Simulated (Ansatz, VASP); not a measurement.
CdTe: VASP beside Ansatz

Contents of INCAR:

```
SYSTEM = CdTe
ALGO = Normal
EDIFF = 1E-7
ENCUT = 520
GGA = PE
ISIF = 2
ISMEAR = 0
LASPH = .True.
LCHARG = .True.
LELF = .True.
LREAL = .False.
LVHAR = .True.
LWAVE = .False.
NBANDS = 16
NELM = 60
PREC = Accurate
SIGMA = 0.05
```

KPOINTS

```
k-points
0
Gamma
  8 8 8
  0 0 0
```

POSCAR

```
CdTe
1.0
    0.0000000000      3.2050000000      3.1088500000
    3.2050000000      0.0000000000      3.1088500000
    3.2050000000      3.2050000000      0.0000000000
Cd Te
1 1
Direct
    0.0000000000      0.0000000000      0.0000000000
    0.7500000000      0.7500000000      0.7500000000
```

Input for Ansatz:

```yaml
crystal:
  lattice:
    - [0.0, 3.205, 3.10885]
    - [3.205, 0.0, 3.10885]
    - [3.205, 3.205, 0.0]
  atoms:
    - { symbol: Cd, position: [0.0, 0.0, 0.0] }
    - { symbol: Te, position: [0.75, 0.75, 0.75] }
basis:
  ecutwfc: 420
kpoints:
  mp_grid: { grid: [8, 8, 8] }
hamiltonian:
  xc: pbe
scf:
  occupations: { method: gaussian, width: 0.05 }
output:
  forces: true
  stress: true
  eigenvalues: true
```

Change from the starting cell: strain -0.0300 x Voigt [0, 0, 1, 0, 0, 0], atoms carried along.

Alike in both runs: task single point; functional PBE; k mesh 8 × 8 × 8; occupations gaussian, width 0.05 eV; no spin polarisation.

```csv
,VASP,Ansatz
version,VASP 6.6.1,Ansatz 0.2.0
potentials or method,"VASP PAW PBE potentials, release 64 (Cd, Te), cutoff 520 eV","scalar-relativistic, plane waves, PAW"
valence electrons in the cell,18,36
```

VASP gave:

- gap on the k mesh at the Fermi level (eV): 0.90
- least direct gap on the mesh (eV): 0.90
- pressure (GPa): 6.2
- traceless stress, the component that is largest in VASP (GPa): 0.21

What did Ansatz give for the same quantities?

gap on the k mesh at the Fermi level (eV): 0.90; least direct gap on the mesh (eV): 0.90; pressure (GPa): 6.0; traceless stress, the component that is largest in VASP (GPa): 0.21.

The functional is the same, so the differences come from potentials, cutoffs and numerics. VASP's potentials hold 18 valence electrons a cell and Ansatz's 36, so a difference there can come from the potentials and not from the codes.

Spin-orbit coupling is off throughout.
